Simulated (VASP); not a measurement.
# ZnCu2SnS4 (I-4) in VASP: single point with PBE

Aim: the single point of ZnCu2SnS4 with PBE.

Program: VASP 6.6.1. These are calculated values, not measurements. Logs are shortened: lines on timing, memory, paths and dates and some standing lists are left out, and cuts for length are marked.

## 1. The cell of the first run

The structure is tetragonal, space group I-4 (No. 82). The conventional cell has a = 5.471 Å, b = 5.471 Å, c = 10.925 Å, α = 90.00°, β = 90.00°, γ = 90.00°. Zn (site symmetry -4) has 4 S at 2.37 Å within 3.1 Å. Within 3.1 Å of Cu (site symmetry -4) lie 4 S at 2.32 Å. Cu (site symmetry -4) has 4 S at 2.32 Å within 3.1 Å. Sn (site symmetry -4) has 4 S at 2.47 Å within 3.3 Å. S (site symmetry 1) has 2 Cu at 2.32 Å and 1 Zn at 2.37 Å and 1 Sn at 2.47 Å within 3.1 Å.

## 2. Single point, PBE

The input, INCAR:

```
PREC = Accurate ; ENCUT = 520
EDIFF = 1E-7 ; ISMEAR = 0
SIGMA = 0.05 ; LREAL = F
LASPH = T ; NELM = 100
ALGO = Normal ; ISIF = 2
LWAVE = F ; LCHARG = T
GGA = PE ; LELF = T
LVHAR = T ; NBANDS = 46
```

The input, KPOINTS:

```
Automatic mesh
0
Gamma
  8 8 8
```

The input, POSCAR:

```
ZnCu2SnS4
1.0
   -2.7355222700      2.7355222700      5.4623571127
    2.7355222700     -2.7355222700      5.4623571127
    2.7355222700      2.7355222700     -5.4623571127
Zn Cu Sn S
1 2 1 4
Direct
    0.2500000000      0.7500000000      0.5000000000
    0.0000000000      0.0000000000      0.0000000000
    0.7500000000      0.2500000000      0.5000000000
    0.5000000000      0.5000000000      0.0000000000
    0.3710960965      0.8956105606      1.0079423502
    0.1043894394      0.1123317896      0.4754855359
    0.8876682104      0.3631537463     -0.0079423502
    0.6368462537      0.6289039035      0.5245144641
```

Potentials or basis: VASP PAW PBE potentials, release 64 (Zn, Cu, Sn_d, S).

Command:

```
$ cat potpaw_PBE.64/Zn/POTCAR potpaw_PBE.64/Cu/POTCAR potpaw_PBE.64/Sn_d/POTCAR potpaw_PBE.64/S/POTCAR > POTCAR
$ mpirun -np 1 vasp_std > vasp.out
```

OUTCAR:

```text
PREC = Accurate
   ENCUT = 520
   EDIFF = 1E-7
   ISMEAR = 0
   LREAL = F
   LASPH = T
   NELM = 100
   ISIF = 2
   GGA = PE

 ion  position               nearest neighbor table
   1  0.250  0.750  0.500-   7 2.37   6 2.37   8 2.37   5 2.37
   2  0.000  0.000  0.000-   5 2.32   6 2.32   7 2.32   8 2.32
   3  0.750  0.250  0.500-   6 2.32   7 2.32   8 2.32   5 2.32
   4  0.500  0.500  0.000-   7 2.47   6 2.47   8 2.47   5 2.47
   5  0.371  0.896  0.008-   3 2.32   2 2.32   1 2.37   4 2.47
   6  0.104  0.112  0.475-   3 2.32   2 2.32   1 2.37   4 2.47
   7  0.888  0.363  0.992-   3 2.32   2 2.32   1 2.37   4 2.47
   8  0.637  0.629  0.525-   3 2.32   2 2.32   1 2.37   4 2.47

  LATTYP: Found a body centered tetragonal cell.
 ALAT       =     5.4710445400
 C/A-ratio  =     1.9968242162

  Lattice vectors:

 A1 = (  -2.7355222700,   2.7355222700,   5.4623571127)
 A2 = (   2.7355222700,  -2.7355222700,   5.4623571127)
 A3 = (   2.7355222700,   2.7355222700,  -5.4623571127)

Analysis of symmetry for initial positions (statically):
=====================================================================
 Subroutine PRICEL returns:
 Original cell was already a primitive cell.

 Routine SETGRP: Setting up the symmetry group for a
 body centered tetragonal supercell.

 Subroutine GETGRP returns: Found  4 space group operations
 (whereof  4 operations were pure point group operations)
 out of a pool of 16 trial point group operations.

The static configuration has the point symmetry S_4 .

Analysis of symmetry for dynamics (positions and initial velocities):
=====================================================================
 Subroutine PRICEL returns:
 Original cell was already a primitive cell.

 Routine SETGRP: Setting up the symmetry group for a
 body centered tetragonal supercell.

 Subroutine GETGRP returns: Found  4 space group operations
 (whereof  4 operations were pure point group operations)
 out of a pool of 16 trial point group operations.

The dynamic configuration has the point symmetry S_4 .

 Subroutine INISYM returns: Found  4 space group operations
 (whereof  4 operations are pure point group operations),
 and found     1 'primitive' translations

----------------------------------------------------------------------------------------

                                     Primitive cell

  volume of cell :     163.5011

  direct lattice vectors                    reciprocal lattice vectors
    -2.735522270  2.735522270  5.462357113     0.000000000  0.182780453  0.091535575
     2.735522270 -2.735522270  5.462357113     0.182780453  0.000000000  0.091535575
     2.735522270  2.735522270 -5.462357113     0.182780453  0.182780453  0.000000000

  length of vectors
     6.693542366  6.693542366  6.693542366     0.204419802  0.204419802  0.258490596

  position of ions in fractional coordinates (direct lattice)
     0.250000000  0.750000000  0.500000000
     0.000000000  0.000000000  0.000000000
     0.750000000  0.250000000  0.500000000
     0.500000000  0.500000000  0.000000000
     0.371096096  0.895610561  0.007942350
     0.104389439  0.112331790  0.475485536
     0.887668210  0.363153746  0.992057650
     0.636846254  0.628903904  0.524514464

  ion indices of the primitive-cell ions
   primitive index   ion index
                 1           1
                 2           2
                 3           3
                 4           4
                 5           5
                 6           6
                 7           7
                 8           8

----------------------------------------------------------------------------------------

 KPOINTS: Automatic mesh

Automatic generation of k-mesh.
 Grid dimensions read from file:
 generate k-points for:    8    8    8

 Generating k-lattice:

  Cartesian coordinates                     Fractional coordinates (reciprocal lattice)
     0.000000000  0.022847557  0.011441947     0.125000000  0.000000000 -0.000000000
     0.022847557  0.000000000  0.011441947     0.000000000  0.125000000 -0.000000000
     0.022847557  0.022847557  0.000000000     0.000000000  0.000000000  0.125000000

  Length of vectors
     0.025552475  0.025552475  0.032311324

  Shift w.r.t. Gamma in fractional coordinates (k-lattice)
     0.000000000  0.000000000  0.000000000

 Subroutine IBZKPT returns following result:
 ===========================================

 Found     78 irreducible k-points:

 Following reciprocal coordinates:
            Coordinates               Weight
  0.000000  0.000000  0.000000      1.000000
  0.125000  0.000000  0.000000      8.000000
  0.250000  0.000000  0.000000      8.000000
  0.375000 -0.000000  0.000000      8.000000
  0.500000  0.000000  0.000000      4.000000
  0.125000  0.125000  0.000000      8.000000
[... 16 lines left out ...]
 -0.375000  0.250000 -0.000000      8.000000
  0.375000 -0.250000 -0.125000      8.000000
 [... further k-points ...]
   k-points           NKPTS =     78   k-points in BZ     NKDIM =     78   number of bands    NBANDS=     46
   number of dos      NEDOS =    301   number of ions     NIONS =      8
   total plane-waves  NPLWV = 125000
   dimension x,y,z NGX =    50 NGY =   50 NGZ =   50
   dimension x,y,z NGXF=   100 NGYF=  100 NGZF=  100
   ions per type =               1   2   1   4
   NGX,Y,Z   is equivalent  to a cutoff of  12.42, 12.42, 12.42 a.u.
   NGXF,Y,Z  is equivalent  to a cutoff of  24.84, 24.84, 24.84 a.u.
 SYSTEM =  unknown system
   PREC   = accura    normal or accurate (medium, high low for compatibility)
   ISTART =      0    job   : 0-new  1-cont  2-samecut
   ICHARG =      2    charge: 1-file 2-atom 10-const
   ISPIN  =      1    spin polarized calculation?
   LNONCOLLINEAR =      F non collinear calculations
   LSORBIT =      F    spin-orbit coupling
   LASPH  =      T    aspherical Exc in radial PAW
   ENCUT  =  520.0 eV  38.22 Ry    6.18 a.u.  12.45 12.45 12.45*2*pi/ulx,y,z
   NELM   =    100;   NELMIN=  2; NELMDL= -5     # of ELM steps
   EDIFF  = 0.1E-06   stopping-criterion for ELM
   LREAL  =      F    real-space projection
   EDIFFG = 0.1E-05   stopping-criterion for IOM
   NSW    =      0    number of steps for IOM
   IBRION =     -1    ionic relax: 0-MD 1-quasi-New 2-CG
   NFREE  =      0    steps in history (QN), initial steepest desc. (CG)
   ISIF   =      2    stress and relaxation
   ISYM   =      2    0-nonsym 1-usesym 2-fastsym
   POTIM  = 0.5000    time-step for ionic-motion
   TEBEG  =    0.0;   TEEND  =   0.0 temperature during run
   PSTRESS=    0.0 pullay stress
   NELECT =      72.0000    total number of electrons
   NUPDOWN=      -1.0000    fix difference up-down
   EMIN   =  10.00;   EMAX   =-10.00  energy-range for DOS
   EFERMI =   0.00;   METHOD = LEGACY
   ISMEAR =     0;   SIGMA  =   0.05  broadening in eV -4-tet -1-fermi 0-gaus
   EFERMI_NEDOS =   21; number of points for ismear=-14 and -15
   IALGO  =     38    algorithm
   IMIX   =      4    mixing-type and parameters
     AMIX     =   0.40;   BMIX     =  1.00
     AMIX_MAG =   1.60;   BMIX_MAG =  1.00
  volume/ion in A,a.u.               =      20.44       137.92
  Fermi-wavevector in a.u.,A,eV,Ry     =   1.245505  2.353663 21.106482  1.551283
  Thomas-Fermi vector in A             =   2.379724
   LORBIT       =      0    0 simple, 1 ext, 2 COOP (PROOUT), +10 PAW based schemes
   GGA     = PE    functional components
   LHFCALC =     F    Hartree Fock is set to
   AEXX    =    0.0000 exact exchange contribution
   IVDW    =     0    specifies the selected vdW correction
   LEPSILON=     F    determine dielectric tensor
   LRPA    =     F    only Hartree local field effects (RPA)
 non-spin polarized calculation
 Gauss-broadening in eV      SIGMA  =   0.05
  energy-cutoff  :      520.00
  volume of cell :      163.50
 maximum number of plane-waves:      4444
 NGX is ok and might be reduce to    50
   NGX = 25   NGY = 25   NGZ = 25

 number of electron      72.0000035 magnetization

 Free energy of the ion-electron system (eV)
  ---------------------------------------------------
  ext. energy  EPLUGINS =         0.00000000
  ---------------------------------------------------
  free energy    TOTEN  =       -32.59887319 eV

  energy without entropy =      -32.59879813  energy(sigma->0) =      -32.59883566

 E-fermi :   4.7256     XC(G=0):  -9.6939

 val. band max:        4.6890510166   @ k =   0.0000   0.0000   0.0000
 cond. band min:       4.7595257783   @ k =   0.0000   0.0000   0.0000
 fundamental gap:      0.0704747617
 Fermi energy:         4.7256003178

 k-point     1 :       0.0000    0.0000    0.0000
  band No.  band energies     occupation
      1     -17.5629      2.00000
      2     -17.5593      2.00000
      3     -17.5593      2.00000
      4     -17.4927      2.00000
      5     -17.4885      2.00000
      6      -9.6888      2.00000
[... 38 lines left out ...]
     45       9.9815      0.00000
     46      10.3079      0.00000

 k-point     2 :       0.1250    0.0000    0.0000
  band No.  band energies     occupation
      1     -17.5629      2.00000
      2     -17.5594      2.00000
      3     -17.5593      2.00000
      4     -17.4926      2.00000
      5     -17.4884      2.00000
      6      -9.6378      2.00000
[... 38 lines left out ...]
     45      10.0380      0.00000
     46      10.2731      0.00000

 k-point     3 :       0.2500    0.0000    0.0000
  band No.  band energies     occupation
      1     -17.5631      2.00000
      2     -17.5595      2.00000
      3     -17.5593      2.00000
      4     -17.4924      2.00000
      5     -17.4883      2.00000
      6      -9.4917      2.00000
[... 38 lines left out ...]
     45      10.1319      0.00000
     46      10.4786      0.00000

 k-point     4 :       0.3750   -0.0000    0.0000
  band No.  band energies     occupation
      1     -17.5632      2.00000
      2     -17.5596      2.00000
      3     -17.5593      2.00000
      4     -17.4923      2.00000
      5     -17.4883      2.00000
      6      -9.2773      2.00000
[... 920 lines left out ...]
     45      10.5573      0.00000
     46      10.8707      0.00000

 k-point    23 :      -0.3750    0.2500   -0.0000
  band No.  band energies     occupation
      1     -17.5635      2.00000
      2     -17.5597      2.00000
      3     -17.5594      2.00000
      4     -17.4920      2.00000
      5     -17.4882      2.00000
      6      -9.2182      2.00000
[... 38 lines left out ...]
     45      10.4519      0.00000
     46      10.7768      0.00000

 k-point    24 :       0.3750   -0.2500   -0.1250
  band No.  band energies     occupation
      1     -17.5635      2.00000
      2     -17.5597      2.00000
      3     -17.5594      2.00000
      4     -17.4920      2.00000
      5     -17.4882      2.00000
      6      -9.2182      2.00000
[... 38 lines left out ...]
     45      10.5372      0.00000
     46      10.7599      0.00000

 [... further k-points ...]
[... 5 lines left out ...]
  --------------------------------------------------------------------------------------
  -------------------------------------------------------------------------------------
  Total        0.0411880      0.0411880      0.1037164      0.0000001      0.0000000      0.0000000
  in kB        0.4036092      0.4036092      1.0163359      0.0000007      0.0000000      0.0000000
  external PRESSURE =       0.6078514 kB  Pullay stress =       0.0000000 kB

 VOLUME and BASIS-vectors are now :
 -----------------------------------------------------------------------------
  energy-cutoff  :      520.00
  volume of cell :      163.50
      direct lattice vectors                 reciprocal lattice vectors
    -2.735522270  2.735522270  5.462357113     0.000000000  0.182780453  0.091535575
     2.735522270 -2.735522270  5.462357113     0.182780453  0.000000000  0.091535575
     2.735522270  2.735522270 -5.462357113     0.182780453  0.182780453  0.000000000

 POSITION                                       TOTAL-FORCE (eV/Angst)
 -----------------------------------------------------------------------------------
      2.73552      0.00000      2.73118         0.000000      0.000000     -0.000000
      0.00000      0.00000      0.00000         0.000000      0.000000      0.000000
      0.00000      2.73552      2.73118         0.000000      0.000000     -0.000000
      0.00000      0.00000      5.46236         0.000000      0.000000      0.000000
      1.45655     -1.41309      6.87582        -0.026415      0.014674     -0.014140
      1.32243      1.27897     -1.41346         0.014674      0.026415      0.014140
      1.27897      4.14862      1.41346         0.026415     -0.014674     -0.014140
      1.41309      1.45655      4.04889        -0.014674     -0.026415      0.014140
 -----------------------------------------------------------------------------------
    total drift:                                0.000015      0.000015      0.000018

  FREE ENERGIE OF THE ION-ELECTRON SYSTEM (eV)
  ---------------------------------------------------
  free  energy   TOTEN  =       -32.5988731947 eV

  energy  without entropy=      -32.5987981284  energy(sigma->0) =      -32.59883566
```

Wall time 9.5 min (1 thread of Intel Xeon 6975P-C (Granite Rapids), shared host); peak memory 0.74 GiB.

What came out:

```
Free energy            : -32.5989 eV
Pressure               : 0.1 GPa
Largest force          : 0.033 eV/Å
Band gap on the k mesh : 0.07 eV, direct
```

Forces on the atoms (eV/Å):
```
Zn   0.000  0.000  0.000
Cu   0.000  0.000  0.000
Cu   0.000  0.000  0.000
Sn   0.000  0.000  0.000
S   -0.026  0.015 -0.014
S    0.015  0.026  0.014
S    0.026 -0.015 -0.014
S   -0.015 -0.026  0.014
```

Levels at points of the mesh, in eV from the valence-band top:
| k point | band 34 | band 35 | band 36 | band 37 | band 38 | band 39 |
| --- | --- | --- | --- | --- | --- | --- |
| (0.00, 0.00, 0.00) | -0.06 | -0.06 | 0.00 | 0.07 | 1.96 | 2.67 |
| (0.50, 0.00, 0.00) | -1.09 | -1.00 | -0.49 | 1.44 | 3.04 | 3.23 |
| (0.50, 0.50, 0.00) | -0.70 | -0.50 | -0.39 | 0.49 | 2.24 | 3.05 |
| (0.50, 0.50, 0.50) | -1.10 | -0.84 | -0.84 | 1.16 | 2.01 | 2.01 |

Caveat: spin-orbit coupling is left out, which moves the levels of the heavy elements.
